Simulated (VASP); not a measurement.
Input of a VASP 6.6.1 run:

INCAR

```
PREC = Accurate
ENCUT = 520
EDIFF = 1E-7
ISMEAR = 1
SIGMA = 0.15
LREAL = F
LASPH = T
NELM = 80
ALGO = Normal
ISIF = 2
LWAVE = F
LCHARG = F
GGA = PE
NBANDS = 19
```

The input KPOINTS:

```
Automatic mesh
0
Gamma
  18 18 8
```

Contents of POSCAR:

```
Zn
1.0
    2.6647980532      0.0000000000      0.0000000000
   -1.3323990266      2.3077828100      0.0000000000
    0.0000000000      0.0000000000      4.9467000000
Zn
2
Direct
    0.3333333333      0.6666666667      0.2500000000
    0.6666666667      0.3333333333      0.7500000000
```

Potentials or basis: VASP PAW PBE potentials, release 64 (Zn).

Command:

```console
$ cat potpaw_PBE.64/Zn/POTCAR > POTCAR
$ mpirun -np 1 vasp_std > vasp.out
```

Task: What does it give for the band gap on the k mesh?

Result: Zero (bands 12 and 13 overlap by 4.66 eV).

Task: Predict the pressure.

Result: 0.0 GPa.

Stress tensor (GPa, compression positive):
```
-0.35  0.00  0.00
 0.00 -0.35  0.00
 0.00  0.00  0.60
```
